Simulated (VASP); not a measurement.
Crystal: ZrSi2O6.

```
Zr Si O
1.0
     4.98732   -2.50341   -0.00150
     4.98732    2.50341   -0.00150
    -0.18395    0.00000    5.89481
Zr Si O
1 2 6
Direct
  0.54281 0.45719 0.50000
  0.98620 0.51968 0.15472
  0.48032 0.01380 0.84528
  0.87542 0.37127 0.31609
  0.15376 0.30652 0.93076
  0.62873 0.12458 0.68391
  0.20833 0.56879 0.29716
  0.69348 0.84624 0.06924
  0.43121 0.79167 0.70284
```

Base run:

| Item | Value |
| --- | --- |
| Program | VASP 6.6.1 |
| Functional | PBE |
| Potentials or basis | VASP PAW PBE potentials, release 64 (Zr_sv, Si, O) |
| Cutoff | 520 eV |
| k mesh | 6 × 6 × 4 |
| Occupations | gaussian, width 0.02 eV |
| Spin | no spin polarisation |

Its results: band gap on the k mesh 5.16 eV (least direct gap 5.40 eV); pressure 0.2 GPa; largest force 0.018 eV/Å.

**Question.** The run is repeated on the same cell with these changes: functional from PBE to r2SCAN; further incar settings from ALGO = Normal; EDIFF = 1e-06; NBANDS = 38 to ALGO = Normal; EDIFF = 1e-07; NBANDS = 38. What comes out?

**Answer.** Band gap on the k mesh 5.69 eV (least direct gap 5.94 eV); pressure -3.2 GPa; largest force 0.377 eV/Å.

Caveats: the cell stands under tension (at least some runs); the PAW data sets were made with another functional, which shifts forces and pressure a little (at least some runs).

A k mesh can miss the band edges.
